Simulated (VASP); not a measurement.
Write the native input for VASP 6.6.1 that does the following.

```
Task                   : single point
Functional             : r2SCAN
Potentials or basis    : VASP PAW PBE potentials, release 64 (Ag, Rh_pv)
Cutoff                 : 520 eV
k mesh                 : 6 × 6 × 3
Occupations            : fermi-dirac, width 0.05 eV
Spin                   : no spin polarisation
Dipole correction      : no
Further INCAR settings : ALGO = Normal; EDIFF = 1e-06; NBANDS = 20
```

The system is AgRh.

```
CELL_PARAMETERS angstrom
2.77759 0.00000 0.00000
-1.38879 2.40546 0.00000
0.00000 0.00000 4.80860
ATOMIC_POSITIONS crystal
Ag 0.00000 0.00000 0.50000
Rh 0.66667 0.33333 0.00000
```

These files were run (other wordings do the same):

POSCAR

```
AgRh
1.0
    2.7775881998      0.0000000000      0.0000000000
   -1.3887940999      2.4054619423      0.0000000000
    0.0000000000      0.0000000000      4.8086020000
Ag Rh
1 1
Direct
    0.0000000000      0.0000000000      0.5000000000
    0.6666666667      0.3333333333      0.0000000000
```

INCAR.step1

```
PREC     = Accurate       # precision mode
ENCUT    = 520            # plane-wave cutoff, eV
ISMEAR   = -1             # smearing method
SIGMA    = 0.05           # smearing width, eV
LREAL    = False          # projectors in reciprocal space
LASPH    = True           # aspherical terms in the spheres
NELM     = 60             # most SCF steps
NBANDS   = 20             # bands
GGA      = PE             # functional
ALGO     = Normal         # electronic algorithm
EDIFF    = 1E-4           # SCF threshold, eV
LWAVE    = True           # write WAVECAR
LCHARG   = False          # write CHGCAR
```

INCAR.step2

```
PREC     = Accurate       # precision mode
ENCUT    = 520            # plane-wave cutoff, eV
EDIFF    = 1E-6           # SCF threshold, eV
ISMEAR   = -1             # smearing method
SIGMA    = 0.05           # smearing width, eV
LREAL    = False          # projectors in reciprocal space
LASPH    = True           # aspherical terms in the spheres
NELM     = 60             # most SCF steps
ALGO     = Normal         # electronic algorithm
ISIF     = 2              # what is computed and relaxed
LWAVE    = False          # write WAVECAR
LCHARG   = True           # write CHGCAR
METAGGA  = R2SCAN         # meta-GGA
LMIXTAU  = True         
LELF     = True           # ELF
LVHAR    = True         
NBANDS   = 20             # bands
ISTART   = 1
```

KPOINTS

```
Automatic mesh
0
Gamma
  6 6 3
```

Potentials or basis: VASP PAW PBE potentials, release 64 (Ag, Rh_pv).

Command:

```console
$ cat potpaw_PBE.64/Ag/POTCAR potpaw_PBE.64/Rh_pv/POTCAR > POTCAR
$ cp INCAR.step1 INCAR
$ mpirun -np 1 vasp_std > vasp.out
$ cp INCAR.step2 INCAR
$ mpirun -np 1 vasp_std > vasp.out
```

Results of the run:

The pressure is -5.9 GPa. The band gap on the k mesh is zero (band 13 reaches 9.69 eV, above the bottom of band 14 at 8.61 eV).

Caveat: the k points lie up to 0.44 Å⁻¹ apart; the PAW data sets were made with another functional, which shifts forces and pressure a little.

Run time: 74 s on 1 thread of AMD EPYC 7R13, on a shared host, peak memory 0.13 GiB.
